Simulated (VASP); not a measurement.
A run of VASP 6.6.1 is set up as follows.

Contents of INCAR:

```
SYSTEM = BAs
ALGO = Normal
EDIFF = 1E-8
ENCUT = 600
GGA = CA
IBRION = 6
ISIF = 3
ISMEAR = -1
LASPH = .TRUE.
LCHARG = .FALSE.
LREAL = .FALSE.
LWAVE = .FALSE.
NBANDS = 11
NELM = 60
NFREE = 2
NSW = 1
POTIM = 0.015
PREC = Accurate
SIGMA = 0.05
```

KPOINTS

```
k-points
0
G
  7 7 7
  0 0 0
```

File POSCAR:

```
BAs
1.0
    0.0000000000      2.3885000000      2.3885000000
    2.3885000000      0.0000000000      2.3885000000
    2.3885000000      2.3885000000      0.0000000000
As B
1 1
Direct
    0.7500000000      0.7500000000      0.7500000000
    0.0000000000      0.0000000000      0.0000000000
```

Potentials or basis: VASP PAW LDA potentials, release 64 (As, B).

Launch:

```bash
$ cat potpaw_LDA.64/As/POTCAR potpaw_LDA.64/B/POTCAR > POTCAR
$ mpirun -np 1 vasp_std > vasp.out
```

(1) Predict the elastic constants C11, C12, C44.

(2) Estimate the Voigt bulk modulus.

(3) What does it give for the highest phonon frequency at Γ, LO-TO splitting left out?

Answers

(1) 276, 69, 148 GPa.

(2) 138 GPa.

(3) 686 cm⁻¹.

Caveat: the cell is under stress, which shifts elastic constants.
